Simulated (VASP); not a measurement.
Crystal: Ni.

```
CELL_PARAMETERS angstrom
-1.38372 1.38372 1.38372
1.38372 -1.38372 1.38372
1.38372 1.38372 -1.38372
ATOMIC_POSITIONS crystal
Ni 0.00000 0.00000 0.00000
```

```yaml
Program: VASP 6.6.1
Task: relaxation of cell and atoms
Functional: PBE
Potentials_or_basis: VASP PAW PBE potentials, release 64 (Ni)
Cutoff: 600 eV
k_mesh: 8 × 8 × 8
Occupations: gaussian, width 0.1 eV
Spin: collinear spin, ferromagnetic start
Starting_moments: "[0.59] μB"
```

At the start: pressure 7.9 GPa; volume 10.60 Å³/atom.

Question: How do energy, volume and symmetry change on relaxing?

Answer: Over 3 steps the energy falls by 9.5 meV/atom and the volume is 11.00 Å³/atom (+3.8 %); space group Im-3m (No. 229, to 0.05 Å); moment 0.57 μB per cell.

Step by step:
```tsv
step	energy change (eV)	largest force (eV/Å)	pressure (GPa)	volume (Å³)
1	0.0000	0.0000	7.86	10.60
2	-0.0009	0.0000	-6.39	11.42
3	-0.0095	0.0000	-0.01	11.00
```

Final structure:
```
Ni
1.0
    -1.40114    1.40114    1.40114
     1.40114   -1.40114    1.40114
     1.40114    1.40114   -1.40114
Ni
1
Direct
  0.00000 0.00000 0.00000
```

Caveat: the k points lie up to 0.40 Å⁻¹ apart in the final cell.
